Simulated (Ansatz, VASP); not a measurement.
## ZnSe: VASP beside Ansatz

POSCAR

```
ZnSe
1.0
    0.0000000000      2.8324425000      2.8324425000
    2.8324425000      0.0000000000      2.8324425000
    2.8324425000      2.8324425000      0.0000000000
Zn Se
1 1
Direct
    0.0000000000      0.0000000000      0.0000000000
    0.2500000000      0.2500000000      0.2500000000
```

The input INCAR.step1:

```
PREC = Accurate
ENCUT = 600
ISMEAR = 0
SIGMA = 0.01
LREAL = False
LASPH = True
NELM = 80
GGA = PE
ALGO = Normal
EDIFF = 1E-4
LWAVE = True
LCHARG = False
```

Contents of INCAR.step2:

```
PREC = Accurate
ENCUT = 600
EDIFF = 1E-6
ISMEAR = 0
SIGMA = 0.01
LREAL = False
LASPH = True
NELM = 80
ALGO = Normal
ISIF = 3
LWAVE = False
LCHARG = False
METAGGA = R2SCAN
LMIXTAU = True
IBRION = 2
NSW = 80
EDIFFG = -0.005
ISTART = 1
```

KPOINTS

```
Automatic mesh
0
Gamma
  9 9 9
```

Input for Ansatz:

```yaml
crystal:
  lattice:
    - [0.0, 2.8324425, 2.8324425]
    - [2.8324425, 0.0, 2.8324425]
    - [2.8324425, 2.8324425, 0.0]
  atoms:
    - { symbol: Zn, position: [0.0, 0.0, 0.0] }
    - { symbol: Se, position: [0.25, 0.25, 0.25] }
basis:
  ecutwfc: 500
  xc_grid: 2
hamiltonian:
  xc: r2scan
  pseudopotentials: { kind: paw, azcp: { folder: soft_1 } }
kpoints:
  mp_grid: { grid: [9, 9, 9] }
scf:
  occupations: { method: fixed }
  max_iter: 100
relax:
  f_tol: 0.005
  max_steps: 60
  cell: {}
output:
  forces: true
  stress: true
checkpoint:
  write: "../cell.run"
  compress: false
  write_wavefunctions: false
  write_every: 100000
```

Alike in both runs: task relaxation of cell and atoms; functional r2SCAN; k mesh 9 × 9 × 9; no spin polarisation.

|  | VASP | Ansatz |
| --- | --- | --- |
| version | VASP 6.6.1 | Ansatz 0.2.0 |
| potentials or method | VASP PAW PBE potentials, release 64 (Zn, Se), cutoff 600 eV | plane-wave PAW DFT |
| occupations | gaussian, width 0.01 eV | fixed |
| valence electrons in the cell | 18 | 28 |

VASP gave:

```
relaxed volume (Å³/atom)                                     : 22.76
relaxed cell length with the largest relative difference (Å) : 4.008
```

Estimate Ansatz's values.

relaxed volume (Å³/atom): 22.72; relaxed cell length with the largest relative difference (Å): 4.006.

VASP's potentials were made for PBE, not for r2SCAN. VASP's potentials hold 18 valence electrons a cell and Ansatz's 28, so a difference there can come from the potentials and not from the codes.
